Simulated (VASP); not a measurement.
Input of a VASP 6.6.1 run:

INCAR

```
PREC = Accurate
ENCUT = 520
EDIFF = 1E-7
ISMEAR = 0
SIGMA = 0.05
LREAL = False
LASPH = True
NELM = 100
ALGO = Normal
ISIF = 2
LWAVE = False
LCHARG = True
LDIPOL = True
IDIPOL = 3
DIPOL = 0.5 0.5 0.500
GGA = PS
LELF = True
LVHAR = True
LVACPOTAV = True
NBANDS = 28
```

Contents of KPOINTS:

```
Automatic mesh
0
Gamma
  9 9 1
```

POSCAR

```
WSe
1.0
    3.2702526784      0.0000000000      0.0000000000
   -1.6351263392      2.8321218963      0.0000000000
    0.0000000000      0.0000000000     31.6612169706
W Se
2 2
Direct
    0.0000000000      0.0000000000      0.2375528129
    0.0000000000      0.0000000000      0.7624471856
    0.3333333333      0.6666666667      0.2889944267
    0.3333333333      0.6666666667      0.7110055748
```

Potentials or basis: VASP PAW PBE potentials, release 64 (W_sv, Se).

Command:

```sh
$ cat potpaw_PBE.64/W_sv/POTCAR potpaw_PBE.64/Se/POTCAR > POTCAR
$ mpirun -np 1 vasp_std > vasp.out
```

Problem. Estimate the largest force.

Solution. 0.050 eV/Å.

Problem. Estimate the band gap on the k mesh.

Solution. 0.34 eV (least direct gap 0.79 eV).

Forces in eV/Å, atoms in the order of the input:
```
W    0.000  0.000 -0.050
W    0.000  0.000  0.050
Se   0.000  0.000  0.050
Se   0.000  0.000 -0.050
```

Caveat: the PAW data sets were made with another functional, which shifts forces and pressure a little; spin-orbit coupling is left out, which moves the levels of the heavy elements.
